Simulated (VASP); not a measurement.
A run of VASP 6.6.1:

POSCAR

```
MnO
1.0
    0.0000000000      2.2386359976      2.2386359976
    2.2386359976      0.0000000000      2.2386359976
    2.2386359976      2.2386359976      0.0000000000
Mn O
1 1
Direct
    0.0000000000      0.0000000000      0.0000000000
    0.5000000000      0.5000000000      0.5000000000
```

The input INCAR.step1:

```
SYSTEM = MnO
ALGO = Normal ; EDIFF = 1E-5
ENCUT = 520 ; GGA = PE
ISIF = 2 ; ISMEAR = -1
ISPIN = 2 ; LASPH = .True.
LCHARG = .False. ; LMAXMIX = 4
LORBIT = 11 ; LREAL = .False.
LWAVE = .True. ; MAGMOM = 4 0
NBANDS = 20 ; NELM = 150
PREC = Accurate ; SIGMA = 0.05
```

The input INCAR.step2:

```
SYSTEM = MnO
AEXX = 0.2 ; AGGAC = 0.81
AGGAX = 0.72 ; ALDAC = 0.19
ALGO = Normal ; EDIFF = 1E-6
ENCUT = 520 ; GGA = B5
ISIF = 2 ; ISMEAR = -1
ISPIN = 2 ; ISTART = 1
LASPH = .True. ; LCHARG = .False.
LHFCALC = .True. ; LMAXMIX = 4
LORBIT = 11 ; LREAL = .False.
LWAVE = .False. ; MAGMOM = 4 0
NBANDS = 20 ; NELM = 150
PREC = Accurate ; PRECFOCK = Normal
SIGMA = 0.05
```

File KPOINTS:

```
k-points
0
Gamma
  5 5 5
  0 0 0
```

Potentials or basis: VASP PAW PBE potentials, release 64 (Mn_pv, O).

Launch:

```bash
$ cat potpaw_PBE.64/Mn_pv/POTCAR potpaw_PBE.64/O/POTCAR > POTCAR
$ cp INCAR.step1 INCAR
$ mpirun -np 1 vasp_std > vasp.out
$ cp INCAR.step2 INCAR
$ mpirun -np 1 vasp_std > vasp.out
```

Hardware: 1 thread of AMD EPYC 7R13 Processor (Zen 3), with other jobs on the host.

Q: How long does it take, and how much memory?

A: It took 16 min on 1 thread of AMD EPYC 7R13 Processor (Zen 3), on a shared host, peak memory 0.13 GiB. Counts: k points 10.
